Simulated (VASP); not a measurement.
Runs of VASP 6.6.1 on TiO2. The structure is that of space group Fm-3m (No. 225), or close to it. The cells are those of the table. 

```tsv
level	cell	smearing	gap on the mesh (eV)	pressure (GPa)
PBE	a = 3.390, b = 3.396, c = 3.396 Å, angles 59.9, 60.1, 60.1°, 3 atoms	fermi-dirac 0.02 eV	1.10	5.8
PBE	a = 3.361, b = 3.361, c = 3.331 Å, angles 60.3, 60.3, 59.4°, 3 atoms	fermi-dirac 0.02 eV	1.03	(b)
r2SCAN	a = 3.390, b = 3.396, c = 3.396 Å, angles 59.9, 60.1, 60.1°, 3 atoms	gaussian 0.01 eV	(c)	(d)
PBE	a = 3.413 Å, angles 59.5°, 3 atoms	fermi-dirac 0.02 eV	1.12	4.0
r2SCAN	a = 3.361, b = 3.361, c = 3.331 Å, angles 60.3, 60.3, 59.4°, 3 atoms	gaussian 0.01 eV	1.46	12.1
r2SCAN	a = 3.413 Å, angles 59.5°, 3 atoms	gaussian 0.01 eV	(a)	-1.3
```

Alike in all rows: task single point; potentials or basis VASP PAW PBE potentials, release 64 (Ti_sv, O); no spin polarisation; k mesh 10 × 10 × 10; cutoff (eV) 520.

Question: Fill in the values left out.

Answer: (a) 1.53; (b) 17.1; (c) 1.52; (d) 0.6.

Caveats: the PAW data sets were made with another functional, which shifts forces and pressure a little (some runs).

A k mesh can miss the band edges.
